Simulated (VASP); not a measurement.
# C14N (Cm) in VASP: single point with PBEsol

Aim: the single point of C14N with PBEsol.

All numbers are computed with VASP 6.6.1; they aren't measurements. Logs are shortened: lines on timing, memory, paths and dates and some standing lists are left out, and cuts for length are marked.

## 1. The cell of the first run

It takes space group Cm (No. 8, monoclinic). The conventional cell has a = 5.044 Å, b = 5.044 Å, c = 7.134 Å, α = 90.00°, β = 90.00°, γ = 90.00°. Within 2.1 Å of C (site symmetry m) lie 3 C at 1.54 Å and 1 N at 1.54 Å. C (site symmetry 1) has 3 C at 1.54 Å and 1 N at 1.54 Å within 2.1 Å. C (site symmetry m) has 3 C at 1.54 Å within 2.1 Å. C (site symmetry 1) has 4 C at 1.54 Å within 2.1 Å. Within 2.1 Å of C (site symmetry m) lie 4 C at 1.54 Å. C (site symmetry m) has 4 C at 1.54 Å within 2.1 Å. Within 2.1 Å of C (site symmetry 1) lie 4 C at 1.54 Å. C (site symmetry m) has 4 C at 1.54 Å within 2.1 Å.

## 2. Single point, PBEsol, collinear spin

INCAR reads:

```
SYSTEM = C14N
ALGO = Normal
EDIFF = 1E-6
ENCUT = 600
GGA = PS
GGA_COMPAT = .FALSE.
ISIF = 2
ISMEAR = -1
ISPIN = 2
LASPH = .TRUE.
LCHARG = .FALSE.
LORBIT = 11
LREAL = .FALSE.
LWAVE = .FALSE.
MAGMOM = 0 0 0 1 1 0 0 0 0 0 0 0 0 0 0
NBANDS = 48
NELM = 200
PREC = Accurate
SIGMA = 0.05
```

KPOINTS reads:

```
k-points
0
G
  1 1 1
  0 0 0
```

POSCAR reads:

```
C14N
1.0
    7.1340000000      0.0000000000      0.0000000000
    0.0000000000      3.5670000000      0.0000000000
    0.0000000000      0.0000000000      3.5670000000
C N
14 1
Direct
    0.0000000000      0.5000000000      0.5000000000
    0.2500000000      0.0000000000      0.5000000000
    0.2500000000      0.5000000000      0.0000000000
    0.1250000000      0.7500000000      0.7500000000
    0.3750000000      0.2500000000      0.7500000000
    0.3750000000      0.7500000000      0.2500000000
    0.5000000000      0.0000000000      0.0000000000
    0.5000000000      0.5000000000      0.5000000000
    0.7500000000      0.0000000000      0.5000000000
    0.7500000000      0.5000000000      0.0000000000
    0.6250000000      0.2500000000      0.2500000000
    0.6250000000      0.7500000000      0.7500000000
    0.8750000000      0.2500000000      0.7500000000
    0.8750000000      0.7500000000      0.2500000000
    0.1250000000      0.2500000000      0.2500000000
```

Potentials or basis: VASP PAW PBE potentials, release 64 (C, N).

Run with:

```bash
cat potpaw_PBE.64/C/POTCAR potpaw_PBE.64/N/POTCAR > POTCAR
mpirun -np 1 vasp_gam > vasp.out
```

OUTCAR:

```text
SYSTEM = C14N
   EDIFF = 1E-6
   ENCUT = 600
   GGA = PS
   ISIF = 2
   ISMEAR = -1
   ISPIN = 2
   LASPH = .TRUE.
   LORBIT = 11
   LREAL = .FALSE.
   NELM = 200
   PREC = Accurate

 ion  position               nearest neighbor table
   1  0.000  0.500  0.500-   4 1.54  13 1.54  14 1.54  15 1.54
   2  0.250  0.000  0.500-   4 1.54   5 1.54   6 1.54  15 1.54
   3  0.250  0.500  0.000-   4 1.54   5 1.54   6 1.54  15 1.54
   4  0.125  0.750  0.750-   1 1.54   2 1.54   3 1.54
   5  0.375  0.250  0.750-   2 1.54   3 1.54   7 1.54   8 1.54
   6  0.375  0.750  0.250-   2 1.54   3 1.54   7 1.54   8 1.54
   7  0.500  0.000  0.000-   5 1.54   6 1.54  11 1.54  12 1.54
   8  0.500  0.500  0.500-   5 1.54   6 1.54  11 1.54  12 1.54
   9  0.750  0.000  0.500-  11 1.54  12 1.54  13 1.54  14 1.54
  10  0.750  0.500  0.000-  11 1.54  12 1.54  13 1.54  14 1.54
  11  0.625  0.250  0.250-   7 1.54   8 1.54   9 1.54  10 1.54
  12  0.625  0.750  0.750-   7 1.54   8 1.54   9 1.54  10 1.54
  13  0.875  0.250  0.750-   1 1.54   9 1.54  10 1.54
  14  0.875  0.750  0.250-   1 1.54   9 1.54  10 1.54
  15  0.125  0.250  0.250-   1 1.54   2 1.54   3 1.54

  LATTYP: Found a simple tetragonal cell.
 ALAT       =     3.5670000000
 C/A-ratio  =     2.0000000000

  Lattice vectors:

 A1 = (   0.0000000000,   3.5670000000,   0.0000000000)
 A2 = (   0.0000000000,   0.0000000000,   3.5670000000)
 A3 = (   7.1340000000,   0.0000000000,   0.0000000000)

Analysis of symmetry for initial positions (statically):
=====================================================================
 Subroutine PRICEL returns:
 Original cell was already a primitive cell.

 Routine SETGRP: Setting up the symmetry group for a
 simple tetragonal supercell.

 Subroutine GETGRP returns: Found  2 space group operations
 (whereof  2 operations were pure point group operations)
 out of a pool of 16 trial point group operations.

The static configuration has the point symmetry C_1h.

Analysis of symmetry for dynamics (positions and initial velocities):
=====================================================================
 Subroutine PRICEL returns:
 Original cell was already a primitive cell.

 Routine SETGRP: Setting up the symmetry group for a
 simple tetragonal supercell.

 Subroutine GETGRP returns: Found  2 space group operations
 (whereof  2 operations were pure point group operations)
 out of a pool of 16 trial point group operations.

The dynamic configuration has the point symmetry C_1h.

Analysis of structural, dynamic, and magnetic symmetry:
=====================================================================
 Subroutine PRICEL returns:
 Original cell was already a primitive cell.

 Routine SETGRP: Setting up the symmetry group for a
 simple tetragonal supercell.

 Subroutine GETGRP returns: Found  1 space group operations
 (whereof  1 operations were pure point group operations)
 out of a pool of 16 trial point group operations.

The overall configuration has the point symmetry C_1 .

 Subroutine INISYM returns: Found  1 space group operations
 (whereof  1 operations are pure point group operations),
 and found     1 'primitive' translations

----------------------------------------------------------------------------------------

                                     Primitive cell

  volume of cell :      90.7694

  direct lattice vectors                    reciprocal lattice vectors
     7.134000000  0.000000000  0.000000000     0.140173816  0.000000000  0.000000000
     0.000000000  3.567000000  0.000000000     0.000000000  0.280347631  0.000000000
     0.000000000  0.000000000  3.567000000     0.000000000  0.000000000  0.280347631

  length of vectors
     7.134000000  3.567000000  3.567000000     0.140173816  0.280347631  0.280347631

  position of ions in fractional coordinates (direct lattice)
     0.000000000  0.500000000  0.500000000
     0.250000000  0.000000000  0.500000000
     0.250000000  0.500000000  0.000000000
     0.125000000  0.750000000  0.750000000
     0.375000000  0.250000000  0.750000000
     0.375000000  0.750000000  0.250000000
     0.500000000  0.000000000  0.000000000
[... 80 lines left out ...]
   ISIF   =      2    stress and relaxation
   ISYM   =      2    0-nonsym 1-usesym 2-fastsym
   POTIM  = 0.5000    time-step for ionic-motion
   TEBEG  =    0.0;   TEEND  =   0.0 temperature during run
   PSTRESS=    0.0 pullay stress
   NELECT =      61.0000    total number of electrons
   NUPDOWN=      -1.0000    fix difference up-down
   EMIN   =  10.00;   EMAX   =-10.00  energy-range for DOS
   EFERMI =   0.00;   METHOD = LEGACY
   ISMEAR =    -1;   SIGMA  =   0.05  broadening in eV -4-tet -1-fermi 0-gaus
   EFERMI_NEDOS =   21; number of points for ismear=-14 and -15
   IALGO  =     38    algorithm
   IMIX   =      4    mixing-type and parameters
     AMIX     =   0.40;   BMIX     =  1.00
     AMIX_MAG =   1.60;   BMIX_MAG =  1.00
  volume/ion in A,a.u.               =       6.05        40.84
  Fermi-wavevector in a.u.,A,eV,Ry     =   1.433964  2.709800 27.977028  2.056254
  Thomas-Fermi vector in A             =   2.553425
   LORBIT       =     11    0 simple, 1 ext, 2 COOP (PROOUT), +10 PAW based schemes
   GGA     = PS    functional components
   LHFCALC =     F    Hartree Fock is set to
   AEXX    =    0.0000 exact exchange contribution
   IVDW    =     0    specifies the selected vdW correction
   LEPSILON=     F    determine dielectric tensor
   LRPA    =     F    only Hartree local field effects (RPA)
 spin polarized calculation
  energy-cutoff  :      600.00
  volume of cell :       90.77
 maximum number of plane-waves:      1507
 NGX is ok and might be reduce to    60
   NGX = 29   NGY = 15   NGZ = 15

 number of electron      60.9999997 magnetization       0.9993770

 Free energy of the ion-electron system (eV)
  ---------------------------------------------------
  ext. energy  EPLUGINS =         0.00000000
  ---------------------------------------------------
  free energy    TOTEN  =      -127.89422129 eV

  energy without entropy =     -127.89113300  energy(sigma->0) =     -127.89267715

 E-fermi :  10.8711     XC(G=0): -13.0675

 val. band max:       10.6039074694   @ k =   0.0000   0.0000   0.0000
 cond. band min:      11.1413661833   @ k =   0.0000   0.0000   0.0000
 fundamental gap:      0.5374587138
 Fermi energy:        10.8710701608

 spin component 1

 k-point     1 :       0.0000    0.0000    0.0000
  band No.  band energies     occupation
      1     -12.7173      1.00000
      2     -10.7647      1.00000
      3      -9.7435      1.00000
      4      -5.1969      1.00000
      5      -4.0850      1.00000
      6      -4.0520      1.00000
[... 34 lines left out ...]
     41      15.3923      0.00000
     42      15.4931      0.00000
 Fermi energy:        10.8710701608

 spin component 2

 k-point     1 :       0.0000    0.0000    0.0000
  band No.  band energies     occupation
      1     -12.6527      1.00000
      2     -10.6807      1.00000
      3      -9.6700      1.00000
      4      -5.0405      1.00000
      5      -4.0493      1.00000
      6      -3.9990      1.00000
[... 34 lines left out ...]
     41      15.5409      0.00000
     42      15.5834      0.00000
 [bands above 42 left out]

------------------------ aborting loop because EDIFF is reached ----------------------------------------

  FORCE on cell =-STRESS in cart. coord.  units (eV):
  Direction    XX          YY          ZZ          XY          YZ          ZX
  --------------------------------------------------------------------------------------
  -------------------------------------------------------------------------------------
  Total      -18.5285062     11.0931210     11.0773602      2.0028681      7.9213694      2.0065493
  in kB     -327.0481266    195.8055553    195.5273603     35.3527831    139.8207172     35.4177609
  external PRESSURE =      21.4282630 kB  Pullay stress =       0.0000000 kB

 VOLUME and BASIS-vectors are now :
 -----------------------------------------------------------------------------
  energy-cutoff  :      600.00
  volume of cell :       90.77
      direct lattice vectors                 reciprocal lattice vectors
     7.134000000  0.000000000  0.000000000     0.140173816  0.000000000  0.000000000
     0.000000000  3.567000000  0.000000000     0.000000000  0.280347631  0.000000000
     0.000000000  0.000000000  3.567000000     0.000000000  0.000000000  0.280347631

 POSITION                                       TOTAL-FORCE (eV/Angst)
 -----------------------------------------------------------------------------------
      0.00000      1.78350      1.78350         2.915314      0.878107      0.877129
      1.78350      0.00000      1.78350        -1.077066      1.145686      0.933471
      1.78350      1.78350      0.00000        -1.076602      0.933822      1.144336
      0.89175      2.67525      2.67525         2.004768     -3.099449     -3.097241
      2.67525      0.89175      2.67525        -0.675302     -0.928578     -0.186702
      2.67525      2.67525      0.89175        -0.675722     -0.187089     -0.927445
      3.56700      0.00000      0.00000         0.577606      0.383243      0.382175
      3.56700      1.78350      1.78350         0.453631      0.300998      0.300876
      5.35050      0.00000      1.78350         2.728276      0.514799      0.317052
      5.35050      1.78350      0.00000         2.727780      0.318035      0.513388
      4.45875      0.89175      0.89175        -0.868319     -0.160623     -0.159793
      4.45875      2.67525      2.67525        -0.850368     -0.474560     -0.474004
      6.24225      0.89175      2.67525        -4.680732      1.483702     -2.968006
      6.24225      2.67525      0.89175        -4.678856     -2.969946      1.483074
      0.89175      0.89175      0.89175         3.175592      1.861853      1.861690
 -----------------------------------------------------------------------------------
    total drift:                                0.000128      0.000095      0.000126

  FREE ENERGIE OF THE ION-ELECTRON SYSTEM (eV)
  ---------------------------------------------------
  free  energy   TOTEN  =      -127.8942212945 eV

  energy  without entropy=     -127.8911329974  energy(sigma->0) =     -127.89267715

 total charge

# of ion       s       p       d       tot
------------------------------------------
    1        0.817   1.644   0.000   2.462
    2        0.794   1.705   0.000   2.499
    3        0.794   1.705   0.000   2.499
    4        0.813   1.682   0.000   2.495
    5        0.803   1.773   0.000   2.576
    6        0.803   1.773   0.000   2.576
    7        0.810   1.777   0.000   2.588
    8        0.799   1.787   0.000   2.585
    9        0.798   1.767   0.000   2.564
   10        0.798   1.767   0.000   2.564
   11        0.804   1.753   0.000   2.557
   12        0.814   1.745   0.000   2.558
   13        0.829   1.622   0.000   2.451
   14        0.829   1.622   0.000   2.451
   15        1.238   2.546   0.000   3.784
--------------------------------------------------
tot         12.543  26.665   0.000  39.208

 magnetization (x)

# of ion       s       p       d       tot
------------------------------------------
    1       -0.002  -0.009   0.000  -0.011
    2       -0.004  -0.013   0.000  -0.017
    3       -0.004  -0.013   0.000  -0.017
    4        0.060   0.319   0.000   0.379
    5        0.003   0.044   0.000   0.048
    6        0.003   0.044   0.000   0.048
    7       -0.001   0.009   0.000   0.008
    8       -0.001  -0.004   0.000  -0.005
    9       -0.000   0.005   0.000   0.005
   10       -0.000   0.005   0.000   0.005
   11        0.002   0.009   0.000   0.010
   12        0.001   0.023   0.000   0.024
   13        0.009   0.043   0.000   0.052
   14        0.008   0.042   0.000   0.050
   15        0.004   0.101   0.000   0.106
--------------------------------------------------
tot          0.078   0.607   0.000   0.685
```

Run time: 19 s. Hardware: 1 thread of Intel Xeon Platinum 8375C at 2.90GHz (Ice Lake), shared host; peak memory 0.22 GiB.

What came out:

```
Free energy                                           : -127.8942 eV
Pressure                                              : 2.1 GPa
Largest force                                         : 5.738 eV/Å
Band gap on the k mesh                                : 0.54 eV
Net moment                                            : 1.00 μB per cell
Site moments                                          : C -0.01, -0.02, +0.38, +0.05, +0.01, +0.02; N +0.11 μB
Valence electrons inside the program's atomic spheres : C 2.46, 2.50, 2.58, 2.59, 2.56, 2.45; N 3.78
```

Forces in eV/Å, atoms in the order of the input:
```
C    2.915  0.878  0.877
C   -1.077  1.146  0.933
C   -1.077  0.934  1.144
C    2.005 -3.099 -3.097
C   -0.675 -0.929 -0.187
C   -0.676 -0.187 -0.927
C    0.578  0.383  0.382
C    0.454  0.301  0.301
C    2.728  0.515  0.317
C    2.728  0.318  0.513
C   -0.868 -0.161 -0.160
C   -0.850 -0.475 -0.474
C   -4.681  1.484 -2.968
C   -4.679 -2.970  1.483
N    3.176  1.862  1.862
```

Levels at points of the mesh, in eV from the valence-band top:
Spin up:
| k point | band 27 | band 28 | band 29 | band 30 | band 31 | band 32 | band 33 | band 34 | band 35 | band 36 |
| --- | --- | --- | --- | --- | --- | --- | --- | --- | --- | --- |
| (0.00, 0.00, 0.00) | -4.57 | -3.91 | -3.83 | -0.45 | 0.00 | 0.54 | 1.86 | 2.44 | 2.52 | 3.06 |
Spin down:
| k point | band 28 | band 29 | band 30 | band 31 | band 32 | band 33 |
| --- | --- | --- | --- | --- | --- | --- |
| (0.00, 0.00, 0.00) | -3.79 | -3.55 | -0.29 | 0.67 | 1.10 | 1.95 |

Caveat: the k points lie up to 1.76 Å⁻¹ apart; the PAW data sets were made with another functional, which shifts forces and pressure a little.
